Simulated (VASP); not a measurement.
Crystal: SrCl2.

```
Sr Cl
1.0
     2.45672    1.41839    4.01532
    -2.45672    1.41839    4.01532
     0.00000   -2.83678    4.01532
Sr Cl
1 2
Direct
  0.00000 0.00000 0.00000
  0.24995 0.24995 0.24995
  0.75005 0.75005 0.75005
```

Base run:

- Program: VASP 6.6.1
- Functional: PBE
- Potentials or basis: VASP PAW PBE potentials, release 64 (Sr_sv, Cl)
- Cutoff: 520 eV
- k mesh: 6 × 6 × 6
- Occupations: gaussian, width 0.01 eV
- Spin: no spin polarisation

Its results: band gap on the k mesh 5.38 eV (least direct gap 5.50 eV); pressure 1.5 GPa.

Problem. The run is repeated on the same cell with these changes: functional from PBE to r2SCAN. What comes out?

Solution. Band gap on the k mesh 5.98 eV; pressure 0.8 GPa.

Caveats: the PAW data sets were made with another functional, which shifts forces and pressure a little (at least some runs).

A k mesh can miss the band edges.
